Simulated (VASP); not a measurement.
# CdS (Greenockite) (P6_3mc) in VASP: a series of runs, part 2 of 2

VASP 6.6.1. Earlier steps stand in the parts before.

### 3 Single point, PBE0

POSCAR

```
CdS
1.0
    4.1500000000      0.0000000000      0.0000000000
   -2.0750000000      3.5940054257      0.0000000000
    0.0000000000      0.0000000000      6.7370000000
Cd S
2 2
Direct
    0.6666666667      0.3333333333      0.5000000000
    0.3333333333      0.6666666667      0.0000000000
    0.6666666667      0.3333333333      0.8750000000
    0.3333333333      0.6666666667      0.3750000000
```

INCAR.step1

```
PREC = Accurate ; ENCUT = 520
EDIFF = 1E-5 ; ISMEAR = -1
SIGMA = 0.05 ; LREAL = F
LASPH = T ; NELM = 80
ALGO = Normal ; ISIF = 2
LWAVE = T ; LCHARG = F
NBANDS = 26 ; GGA = PE
```

INCAR.step2

```
PREC = Accurate ; ENCUT = 520
EDIFF = 1E-7 ; ISMEAR = -1
SIGMA = 0.05 ; LREAL = F
LASPH = T ; NELM = 80
ALGO = Normal ; ISIF = 2
LWAVE = F ; LCHARG = F
GGA = PE ; LHFCALC = T
AEXX = 0.25 ; PRECFOCK = Normal
NBANDS = 26 ; ISTART = 1
```

KPOINTS

```
regular mesh
0
Gamma
  4 4 2
```

Potentials or basis: VASP PAW PBE potentials, release 64 (Cd, S).

On the command line:

```sh
> cat potpaw_PBE.64/Cd/POTCAR potpaw_PBE.64/S/POTCAR > POTCAR
> cp INCAR.step1 INCAR
> mpirun -np 1 vasp_std > vasp.out
> cp INCAR.step2 INCAR
> mpirun -np 1 vasp_std > vasp.out
```

Wall time 20 min (1 thread of Intel Xeon Platinum 8259CL at 2.50GHz (Skylake/Cascade Lake), shared host); peak memory 0.25 GiB.

Results (log left out):

```
Free energy            : -16.4092 eV
Pressure               : 1.0 GPa
Largest force          : 0.063 eV/Å
Band gap on the k mesh : 2.94 eV, direct
```

Forces on the atoms (eV/Å):
```
Cd   0.000  0.000 -0.063
Cd   0.000  0.000 -0.063
S    0.000  0.000  0.063
S    0.000  0.000  0.063
```

Stress tensor (GPa, compression positive):
```
0.91 0.00 0.00
0.00 0.91 0.00
0.00 0.00 1.31
```

Levels at points of the mesh, in eV from the valence-band top:
```tsv
k point	band 16	band 17	band 18	band 19	band 20	band 21
(0.00, 0.00, 0.00)	-0.04	0.00	0.00	2.94	4.62	8.38
(0.50, 0.00, 0.00)	-2.00	-1.38	-0.79	5.59	5.66	6.82
(0.00, 0.00, 0.50)	-0.43	-0.43	-0.43	4.66	4.66	8.08
(0.50, 0.00, 0.50)	-1.43	-1.41	-1.41	5.24	5.24	7.25
```

Caveat: the k points lie up to 0.47 Å⁻¹ apart; the PAW data sets were made with another functional, which shifts forces and pressure a little.

### 4 Single point, r2SCANh

POSCAR is that of step 3.

INCAR.step1

```
SYSTEM = CdS
  PREC = Accurate
  ENCUT = 520
  EDIFF = 1E-5
  ISMEAR = -1
  SIGMA = 0.05
  LREAL = .FALSE.
  LASPH = .TRUE.
  NELM = 60
  ALGO = Normal
  ISIF = 2
  LWAVE = .TRUE.
  LCHARG = .FALSE.
  GGA = PE
  NBANDS = 26
```

INCAR.step2

```
SYSTEM = CdS
  PREC = Accurate
  ENCUT = 520
  EDIFF = 1E-6
  ISMEAR = -1
  SIGMA = 0.05
  LREAL = .FALSE.
  LASPH = .TRUE.
  NELM = 60
  ALGO = Normal
  ISIF = 2
  LWAVE = .FALSE.
  LCHARG = .FALSE.
  METAGGA = R2SCAN
  LHFCALC = .TRUE.
  AEXX = 0.1
  LMIXTAU = .TRUE.
  PRECFOCK = Normal
  ISTART = 1
  NBANDS = 26
```

KPOINTS

```
regular mesh
0
G
  4 4 2
  0 0 0
```

On the command line:

```sh
> cat potpaw_PBE.64/Cd/POTCAR potpaw_PBE.64/S/POTCAR > POTCAR
> cp INCAR.step1 INCAR
> mpirun -np 1 vasp_std > vasp.out
> cp INCAR.step2 INCAR
> mpirun -np 1 vasp_std > vasp.out
```

Run time: 17 min. Hardware: 1 thread of Intel Xeon Platinum 8259CL at 2.50GHz (Skylake/Cascade Lake), shared host; peak memory 0.27 GiB.

It converged, with:

| Item | Value |
| --- | --- |
| Free energy | -56.3435 eV |
| Pressure | 0.8 GPa |
| Largest force | 0.062 eV/Å |
| Band gap on the k mesh | 2.26 eV, direct |

Forces in eV/Å, atoms in the order of the input:
```
Cd   0.000  0.000 -0.062
Cd   0.000  0.000 -0.062
S    0.000  0.000  0.062
S    0.000  0.000  0.062
```

Stress tensor (GPa, compression positive):
```
0.63 0.00 0.00
0.00 0.63 0.00
0.00 0.00 1.03
```

Levels at points of the mesh, in eV from the valence-band top:
```tsv
k point	band 14	band 15	band 16	band 17	band 18	band 19	band 20	band 21	band 22	band 23
(0.00, 0.00, 0.00)	-0.80	-0.80	-0.04	0.00	0.00	2.26	3.90	7.67	7.67	8.03
(0.50, 0.00, 0.00)	-3.58	-2.75	-1.95	-1.35	-0.76	4.85	4.89	6.04	7.61	8.15
(0.00, 0.00, 0.50)	-2.52	-0.41	-0.41	-0.41	-0.41	3.94	3.94	7.33	7.33	8.01
(0.50, 0.00, 0.50)	-4.25	-1.39	-1.39	-1.37	-1.37	4.50	4.50	6.48	6.48	9.08
```

Caveat: the k points lie up to 0.47 Å⁻¹ apart; the PAW data sets were made with another functional, which shifts forces and pressure a little.

### 5 Single point, PBEsol-based global hybrid

This run uses another cell than the first one, of 24.58 Å³/atom, 0.978 times its volume.

POSCAR

```
CdS
1.0
    4.1221263536      0.0000000000      0.0000000000
   -2.0610631768      3.5698661399      0.0000000000
    0.0000000000      0.0000000000      6.6811308050
Cd S
2 2
Direct
    0.6666666667      0.3333333333      0.4989179164
    0.3333333333      0.6666666667     -0.0010820836
    0.6666666667      0.3333333333      0.8760820836
    0.3333333333      0.6666666667      0.3760820836
```

INCAR.step1

```
PREC     = Accurate       # precision mode
ENCUT    = 520            # plane-wave cutoff, eV
EDIFF    = 1E-5           # SCF threshold, eV
ISMEAR   = -1             # smearing method
SIGMA    = 0.05           # smearing width, eV
LREAL    = F              # projectors in reciprocal space
LASPH    = T              # aspherical terms in the spheres
NELM     = 80             # most SCF steps
ALGO     = Normal         # electronic algorithm
ISIF     = 2              # what is computed and relaxed
LWAVE    = T              # write WAVECAR
LCHARG   = F              # write CHGCAR
GGA      = PE             # functional
NBANDS   = 26             # bands
```

INCAR.step2

```
PREC     = Accurate       # precision mode
ENCUT    = 520            # plane-wave cutoff, eV
EDIFF    = 1E-6           # SCF threshold, eV
ISMEAR   = -1             # smearing method
SIGMA    = 0.05           # smearing width, eV
LREAL    = F              # projectors in reciprocal space
LASPH    = T              # aspherical terms in the spheres
NELM     = 80             # most SCF steps
ALGO     = Normal         # electronic algorithm
ISIF     = 2              # what is computed and relaxed
LWAVE    = F              # write WAVECAR
LCHARG   = F              # write CHGCAR
GGA      = PS             # functional
LHFCALC  = T              # exact exchange
AEXX     = 0.25           # exact-exchange fraction
PRECFOCK = Normal       
ISTART   = 1            
NBANDS   = 26             # bands
```

KPOINTS

```
Automatic mesh
0
Gamma
  4 4 2
```

On the command line:

```sh
> cat potpaw_PBE.64/Cd/POTCAR potpaw_PBE.64/S/POTCAR > POTCAR
> cp INCAR.step1 INCAR
> mpirun -np 1 vasp_std > vasp.out
> cp INCAR.step2 INCAR
> mpirun -np 1 vasp_std > vasp.out
```

Run time: 68 min. Hardware: 1 thread of AMD EPYC 7R13 (Zen 3), shared host; peak memory 0.21 GiB.

The run converged. Its results:

```
Free energy            : -17.3645 eV
Pressure               : 0.2 GPa
Band gap on the k mesh : 2.87 eV, direct
```

Levels at points of the mesh, in eV from the valence-band top:
| k point | band 15 | band 16 | band 17 | band 18 | band 19 | band 20 | band 21 | band 22 |
| --- | --- | --- | --- | --- | --- | --- | --- | --- |
| (0.00, 0.00, 0.00) | -0.86 | -0.04 | 0.00 | 0.00 | 2.87 | 4.50 | 8.28 | 8.28 |
| (0.50, 0.00, 0.00) | -2.96 | -2.11 | -1.45 | -0.85 | 5.53 | 5.55 | 6.72 | 8.44 |
| (0.00, 0.00, 0.50) | -0.45 | -0.45 | -0.45 | -0.45 | 4.59 | 4.59 | 8.00 | 8.00 |
| (0.50, 0.00, 0.50) | -1.52 | -1.52 | -1.47 | -1.47 | 5.14 | 5.14 | 7.15 | 7.15 |

Caveat: the k points lie up to 0.47 Å⁻¹ apart; the PAW data sets were made with another functional, which shifts forces and pressure a little.

### 6 The runs side by side

```tsv
task	level	cell	k mesh	cutoff (eV)	grid for exact exchange (PRECFOCK)	share of exact exchange	gap on the mesh (eV)	pressure (GPa)	largest force (eV/Å)
relaxation of cell and atoms	PBEsol	relaxed to 30 GPa from a = 4.150, b = 4.150, c = 6.737 Å, angles 90.0, 90.0, 120.0°, 4 atoms	7 × 7 × 4	600	-	-	0.92	30.1	-
single point	PBE0	a = 4.150, b = 4.150, c = 6.737 Å, angles 90.0, 90.0, 120.0°, 4 atoms	4 × 4 × 2	520	Normal	-	2.94	1.0	0.06
single point	r2SCANh	a = 4.150, b = 4.150, c = 6.737 Å, angles 90.0, 90.0, 120.0°, 4 atoms	4 × 4 × 2	520	Normal	-	2.26	0.8	0.06
single point	PBEsol-based global hybrid	a = 4.122, b = 4.122, c = 6.681 Å, angles 90.0, 90.0, 120.0°, 4 atoms	4 × 4 × 2	520	Normal	0.25	2.87	0.2	-
```

Alike in all rows: potentials or basis VASP PAW PBE potentials, release 64 (Cd, S); no spin polarisation; smearing fermi-dirac 0.05 eV.

Caveats: some runs use coarse meshes; the PAW data sets were made with another functional, which shifts forces and pressure a little; the cell is relaxed towards a set pressure, so the enthalpy falls and the energy may rise (some runs); the volume moved by over 15 % at a fixed basis, so the end points are rough (some runs).

Absolute energies hang on the potentials; compare differences alone.
